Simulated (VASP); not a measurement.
# Sr in VASP: single point with PBE

Aim: the single point of Sr with PBE.

Everything below comes from runs of VASP 6.6.1. Logs are shortened: lines on timing, memory, paths and dates and some standing lists are left out, and cuts for length are marked.

## Step 1: The cell of the first run

The typed cell holds 1 atom: a = 4.182 Å, b = 4.182 Å, c = 4.830 Å, α = 54.73°, β = 54.73°, γ = 70.53°.

## Step 2: Single point, PBE

Input file INCAR:

```
PREC     = Accurate       # precision mode
ENCUT    = 520            # plane-wave cutoff, eV
EDIFF    = 1E-6           # SCF threshold, eV
ISMEAR   = 0              # smearing method
SIGMA    = 0.15           # smearing width, eV
LREAL    = F              # projectors in reciprocal space
LASPH    = T              # aspherical terms in the spheres
NELM     = 100            # most SCF steps
ALGO     = Fast           # electronic algorithm
ISIF     = 2              # what is computed and relaxed
LWAVE    = F              # write WAVECAR
LCHARG   = F              # write CHGCAR
GGA      = PE             # functional
NBANDS   = 11             # bands
```

Input file KPOINTS:

```
Automatic mesh
0
Gamma
  16 16 16
```

Input file POSCAR:

```
Sr
1.0
    0.0000000000      3.4150943274      2.4144716895
    3.4150943274      0.0000000000      2.4144716895
    3.4150943274      3.4150943274      0.0000000000
Sr
1
Direct
    0.0000000000      0.0000000000      0.0000000000
```

Potentials or basis: VASP PAW PBE potentials, release 64 (Sr_sv).

Command:

```bash
$ cat potpaw_PBE.64/Sr_sv/POTCAR > POTCAR
$ mpirun -np 1 vasp_std > vasp.out
```

OUTCAR:

```text
PREC = Accurate
   ENCUT = 520
   EDIFF = 1E-6
   ISMEAR = 0
   LREAL = F
   LASPH = T
   NELM = 100
   ISIF = 2
   GGA = PE

 ion  position               nearest neighbor table
   1  0.000  0.000  0.000-

  LATTYP: Found a body centered tetragonal cell.
 ALAT       =     4.8296727146
 C/A-ratio  =     0.9998489886

  Lattice vectors:

 A1 = (   0.0000000000,  -3.4150943274,  -2.4144716895)
 A2 = (   0.0000000000,   3.4150943274,  -2.4144716895)
 A3 = (   3.4150943274,   0.0000000000,   2.4144716895)

Analysis of symmetry for initial positions (statically):
=====================================================================
 Subroutine PRICEL returns:
 Original cell was already a primitive cell.

 Routine SETGRP: Setting up the symmetry group for a
 body centered tetragonal supercell.

 Subroutine GETGRP returns: Found 16 space group operations
 (whereof 16 operations were pure point group operations)
 out of a pool of 16 trial point group operations.

The static configuration has the point symmetry D_4h.

Analysis of symmetry for dynamics (positions and initial velocities):
=====================================================================
 Subroutine PRICEL returns:
 Original cell was already a primitive cell.

 Routine SETGRP: Setting up the symmetry group for a
 body centered tetragonal supercell.

 Subroutine GETGRP returns: Found 16 space group operations
 (whereof 16 operations were pure point group operations)
 out of a pool of 16 trial point group operations.

The dynamic configuration has the point symmetry D_4h.

 Subroutine INISYM returns: Found 16 space group operations
 (whereof 16 operations are pure point group operations),
 and found     1 'primitive' translations

----------------------------------------------------------------------------------------

                                     Primitive cell

  volume of cell :      56.3193

  direct lattice vectors                    reciprocal lattice vectors
     0.000000000  3.415094327  2.414471690    -0.146408840  0.146408840  0.207084640
     3.415094327  0.000000000  2.414471690     0.146408840 -0.146408840  0.207084640
     3.415094327  3.415094327  0.000000000     0.146408840  0.146408840 -0.207084640

  length of vectors
     4.182408732  4.182408732  4.829672715     0.292839794  0.292839794  0.292839794

  position of ions in fractional coordinates (direct lattice)
     0.000000000  0.000000000  0.000000000

  ion indices of the primitive-cell ions
   primitive index   ion index
                 1           1

----------------------------------------------------------------------------------------

 KPOINTS: Automatic mesh

Automatic generation of k-mesh.
 Grid dimensions read from file:
 generate k-points for:   16   16   16

 Generating k-lattice:

  Cartesian coordinates                     Fractional coordinates (reciprocal lattice)
    -0.009150553  0.009150553  0.012942790     0.062500000  0.000000000  0.000000000
     0.009150553 -0.009150553  0.012942790     0.000000000  0.062500000  0.000000000
     0.009150553  0.009150553 -0.012942790     0.000000000  0.000000000  0.062500000

  Length of vectors
     0.018302487  0.018302487  0.018302487

  Shift w.r.t. Gamma in fractional coordinates (k-lattice)
     0.000000000  0.000000000  0.000000000

 Subroutine IBZKPT returns following result:
 ===========================================

 Found    349 irreducible k-points:

 Following reciprocal coordinates:
            Coordinates               Weight
  0.000000  0.000000  0.000000      1.000000
  0.062500  0.000000  0.000000      8.000000
  0.125000  0.000000  0.000000      8.000000
  0.187500  0.000000  0.000000      8.000000
  0.250000  0.000000  0.000000      8.000000
  0.312500 -0.000000  0.000000      8.000000
[... 16 lines left out ...]
 -0.125000  0.062500  0.000000      8.000000
 -0.062500  0.062500  0.000000      4.000000
 [... further k-points ...]
   k-points           NKPTS =    349   k-points in BZ     NKDIM =    349   number of bands    NBANDS=     11
   number of dos      NEDOS =    301   number of ions     NIONS =      1
   total plane-waves  NPLWV =  36864
   dimension x,y,z NGX =    32 NGY =   32 NGZ =   36
   dimension x,y,z NGXF=    64 NGYF=   64 NGZF=   72
   ions per type =               1
   NGX,Y,Z   is equivalent  to a cutoff of  12.72, 12.72, 12.39 a.u.
   NGXF,Y,Z  is equivalent  to a cutoff of  25.44, 25.44, 24.78 a.u.
 SYSTEM =  unknown system
   PREC   = accura    normal or accurate (medium, high low for compatibility)
   ISTART =      0    job   : 0-new  1-cont  2-samecut
   ICHARG =      2    charge: 1-file 2-atom 10-const
   ISPIN  =      1    spin polarized calculation?
   LNONCOLLINEAR =      F non collinear calculations
   LSORBIT =      F    spin-orbit coupling
   LASPH  =      T    aspherical Exc in radial PAW
   ENCUT  =  520.0 eV  38.22 Ry    6.18 a.u.   7.78  7.78  8.98*2*pi/ulx,y,z
   NELM   =    100;   NELMIN=  2; NELMDL= -5     # of ELM steps
   EDIFF  = 0.1E-05   stopping-criterion for ELM
   LREAL  =      F    real-space projection
   EDIFFG = 0.1E-04   stopping-criterion for IOM
   NSW    =      0    number of steps for IOM
   IBRION =     -1    ionic relax: 0-MD 1-quasi-New 2-CG
   NFREE  =      0    steps in history (QN), initial steepest desc. (CG)
   ISIF   =      2    stress and relaxation
   ISYM   =      2    0-nonsym 1-usesym 2-fastsym
   POTIM  = 0.5000    time-step for ionic-motion
   TEBEG  =    0.0;   TEEND  =   0.0 temperature during run
   PSTRESS=    0.0 pullay stress
   NELECT =      10.0000    total number of electrons
   NUPDOWN=      -1.0000    fix difference up-down
   EMIN   =  10.00;   EMAX   =-10.00  energy-range for DOS
   EFERMI =   0.00;   METHOD = LEGACY
   ISMEAR =     0;   SIGMA  =   0.15  broadening in eV -4-tet -1-fermi 0-gaus
   EFERMI_NEDOS =   21; number of points for ismear=-14 and -15
   IALGO  =     68    algorithm
   IMIX   =      4    mixing-type and parameters
     AMIX     =   0.40;   BMIX     =  1.00
     AMIX_MAG =   1.60;   BMIX_MAG =  1.00
  volume/ion in A,a.u.               =      56.32       380.06
  Fermi-wavevector in a.u.,A,eV,Ry     =   0.920144  1.738819 11.519569  0.846664
  Thomas-Fermi vector in A             =   2.045416
   LORBIT       =      0    0 simple, 1 ext, 2 COOP (PROOUT), +10 PAW based schemes
   GGA     = PE    functional components
   LHFCALC =     F    Hartree Fock is set to
   AEXX    =    0.0000 exact exchange contribution
   IVDW    =     0    specifies the selected vdW correction
   LEPSILON=     F    determine dielectric tensor
   LRPA    =     F    only Hartree local field effects (RPA)
 non-spin polarized calculation
 RMM-DIIS sequential band-by-band and
 Gauss-broadening in eV      SIGMA  =   0.15
  energy-cutoff  :      520.00
  volume of cell :       56.32
 maximum number of plane-waves:      1530
   NGX = 15   NGY = 15   NGZ = 17

 number of electron      10.0000000 magnetization

 Free energy of the ion-electron system (eV)
  ---------------------------------------------------
  ext. energy  EPLUGINS =         0.00000000
  ---------------------------------------------------
  free energy    TOTEN  =        -1.63510561 eV

  energy without entropy =       -1.62034707  energy(sigma->0) =       -1.62772634

 E-fermi :   1.5176     XC(G=0):  -7.2767

 val. band max:        1.5054908931   @ k =   0.5000   0.3125   0.0000
 cond. band min:       1.5214616348   @ k =  -0.3125   0.3750   0.3125
 fundamental gap:      0.0159707417
 Fermi energy:         1.5175706918

 k-point     1 :       0.0000    0.0000    0.0000
  band No.  band energies     occupation
      1     -35.1589      2.00000
      2     -17.0487      2.00000
      3     -17.0487      2.00000
      4     -17.0487      2.00000
      5      -2.0990      2.00000
      6       3.8506      0.00000
      7       3.8515      0.00000
      8       3.8515      0.00000
      9       5.1432      0.00000
     10       5.1444      0.00000
     11       9.4909      0.00000

 k-point     2 :       0.0625    0.0000    0.0000
  band No.  band energies     occupation
      1     -35.1584      2.00000
      2     -17.0558      2.00000
      3     -17.0510      2.00000
      4     -17.0487      2.00000
      5      -2.0337      2.00000
      6       3.7918      0.00000
      7       3.8133      0.00000
      8       3.9137      0.00000
      9       5.0505      0.00000
     10       5.1397      0.00000
     11       9.5636      0.00000

 k-point     3 :       0.1250    0.0000    0.0000
  band No.  band energies     occupation
      1     -35.1569      2.00000
      2     -17.0760      2.00000
      3     -17.0577      2.00000
      4     -17.0487      2.00000
      5      -1.8413      2.00000
      6       3.6339      0.00000
      7       3.6577      0.00000
      8       4.1002      0.00000
      9       4.8928      0.00000
     10       5.1360      0.00000
     11       9.7051      0.00000

 k-point     4 :       0.1875    0.0000    0.0000
  band No.  band energies     occupation
      1     -35.1547      2.00000
      2     -17.1060      2.00000
      3     -17.0676      2.00000
      4     -17.0487      2.00000
      5      -1.5318      2.00000
      6       3.3439      0.00000
      7       3.4224      0.00000
      8       4.4063      0.00000
      9       4.8441      0.00000
     10       5.1504      0.00000
     11       9.6733      0.00000
[... 239 lines left out ...]
 k-point    22 :      -0.1875    0.0625    0.0000
  band No.  band energies     occupation
      1     -35.1542      2.00000
      2     -17.1059      2.00000
      3     -17.0701      2.00000
      4     -17.0546      2.00000
      5      -1.4701      2.00000
      6       3.3649      0.00000
      7       3.4587      0.00000
      8       4.3871      0.00000
      9       4.5150      0.00000
     10       5.3637      0.00000
     11       9.6362      0.00000

 k-point    23 :      -0.1250    0.0625    0.0000
  band No.  band energies     occupation
      1     -35.1564      2.00000
      2     -17.0766      2.00000
      3     -17.0601      2.00000
      4     -17.0546      2.00000
      5      -1.7777      2.00000
      6       3.6598      0.00000
      7       3.6672      0.00000
      8       4.0853      0.00000
      9       4.6075      0.00000
     10       5.3047      0.00000
     11       9.9329      0.00000

 k-point    24 :      -0.0625    0.0625    0.0000
  band No.  band energies     occupation
      1     -35.1579      2.00000
      2     -17.0581      2.00000
      3     -17.0534      2.00000
      4     -17.0534      2.00000
      5      -1.9689      2.00000
      6       3.7888      0.00000
      7       3.7897      0.00000
      8       3.9222      0.00000
      9       4.8533      0.00000
     10       5.2346      0.00000
     11       9.7659      0.00000

 [... further k-points ...]

------------------------ aborting loop because EDIFF is reached ----------------------------------------

  FORCE on cell =-STRESS in cart. coord.  units (eV):
  Direction    XX          YY          ZZ          XY          YZ          ZX
  --------------------------------------------------------------------------------------
  -------------------------------------------------------------------------------------
  Total       -0.1578076     -0.1578076     -0.1577293      0.0000000      0.0000000     -0.0000000
  in kB       -4.4893235     -4.4893235     -4.4870959      0.0000000      0.0000000     -0.0000000
  external PRESSURE =      -4.4885810 kB  Pullay stress =       0.0000000 kB

 VOLUME and BASIS-vectors are now :
 -----------------------------------------------------------------------------
  energy-cutoff  :      520.00
  volume of cell :       56.32
      direct lattice vectors                 reciprocal lattice vectors
     0.000000000  3.415094327  2.414471690    -0.146408840  0.146408840  0.207084640
     3.415094327  0.000000000  2.414471690     0.146408840 -0.146408840  0.207084640
     3.415094327  3.415094327  0.000000000     0.146408840  0.146408840 -0.207084640

 POSITION                                       TOTAL-FORCE (eV/Angst)
 -----------------------------------------------------------------------------------
      0.00000      0.00000      0.00000         0.000000      0.000000     -0.000000
 -----------------------------------------------------------------------------------
    total drift:                               -0.000000     -0.000000     -0.000000

  FREE ENERGIE OF THE ION-ELECTRON SYSTEM (eV)
  ---------------------------------------------------
  free  energy   TOTEN  =        -1.6351056123 eV

  energy  without entropy=       -1.6203470703  energy(sigma->0) =       -1.62772634
```

It took 66 s on 1 thread of Intel Xeon 6975P-C (Granite Rapids), shared host; peak memory 0.35 GiB.

What came out:

```
Free energy            : -1.6351 eV
Pressure               : -0.4 GPa
Band gap on the k mesh : zero (band 5 reaches 1.84 eV, above the bottom of band 6 at 1.40 eV)
```
